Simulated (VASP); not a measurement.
Input of a VASP 6.6.1 run:

File INCAR:

```
  PREC = Accurate
  ENCUT = 520
  EDIFF = 1E-6
  ISMEAR = 0
  SIGMA = 0.1
  LREAL = F
  LASPH = T
  NELM = 80
  ALGO = Normal
  ISIF = 2
  LWAVE = F
  LCHARG = F
  LDIPOL = T
  IDIPOL = 3
  DIPOL = 0.5 0.5 0.357
  GGA = PS
  NBANDS = 28
```

File KPOINTS:

```
Automatic mesh
0
Gamma
  10 10 1
```

Contents of POSCAR:

```
Ti3C
1.0
    2.7797925781      0.0000000000      0.0000000000
   -0.9265975260      2.6208135764      0.0000000000
    0.0000000000      0.0000000000     19.7756614792
Ti C
3 1
Direct
    0.5000000000      0.5000000000      0.2022688346
    0.0000000000      0.0000000000      0.3106574497
    0.5000000000      0.5000000000      0.4184771006
    0.6666666667      0.8333333333      0.4984583456
```

Potentials or basis: VASP PAW PBE potentials, release 64 (Ti_sv, C).

Command:

```bash
$ cat potpaw_PBE.64/Ti_sv/POTCAR potpaw_PBE.64/C/POTCAR > POTCAR
$ mpirun -np 1 vasp_std > vasp.out
```

(1) Estimate the largest force.

(2) What does it give for the band gap on the k mesh?

Answers

(1) 2.580 eV/Å.

(2) zero (band 20 reaches 0.06 eV, above the bottom of band 21 at -0.36 eV).

Caveat: the PAW data sets were made with another functional, which shifts forces and pressure a little.
